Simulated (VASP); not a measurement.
Here is a VASP 6.6.1 calculation.

Contents of INCAR:

```
SYSTEM = MgO
PREC = Accurate
ENCUT = 520
EDIFF = 1E-6
ISMEAR = 0
SIGMA = 0.05
LREAL = .False.
LASPH = .True.
NELM = 80
ALGO = Normal
ISIF = 2
LWAVE = .False.
LCHARG = .False.
GGA = PE
NBANDS = 16
```

KPOINTS

```
regular mesh
0
Gamma
  9 9 6
  0 0 0
```

POSCAR

```
MgO
1.0
    3.1606000000      0.0000000000      0.0000000000
   -1.5803000000      2.7371598912      0.0000000000
    0.0000000000      0.0000000000      4.7118000000
Mg O
2 2
Direct
    0.3333333333      0.6666666667      0.0063188013
    0.6666666667      0.3333333333      0.5063188013
    0.3333333333      0.6666666667      0.3982811987
    0.6666666667      0.3333333333      0.8982811987
```

Potentials or basis: VASP PAW PBE potentials, release 64 (Mg, O).

Run with:

```console
$ cat potpaw_PBE.64/Mg/POTCAR potpaw_PBE.64/O/POTCAR > POTCAR
$ mpirun -np 1 vasp_std > vasp.out
```

Task: What does it give for the largest force?

Result: 0.877 eV/Å.

Task: Predict the pressure.

Result: 29.1 GPa.

Task: What does it give for the band gap on the k mesh?

Result: 4.36 eV, direct.

Forces in eV/Å, atoms in the order of the input:
```
Mg   0.000  0.000 -0.877
Mg   0.000  0.000 -0.877
O    0.000  0.000  0.877
O    0.000  0.000  0.877
```

A k mesh can miss the band edges.
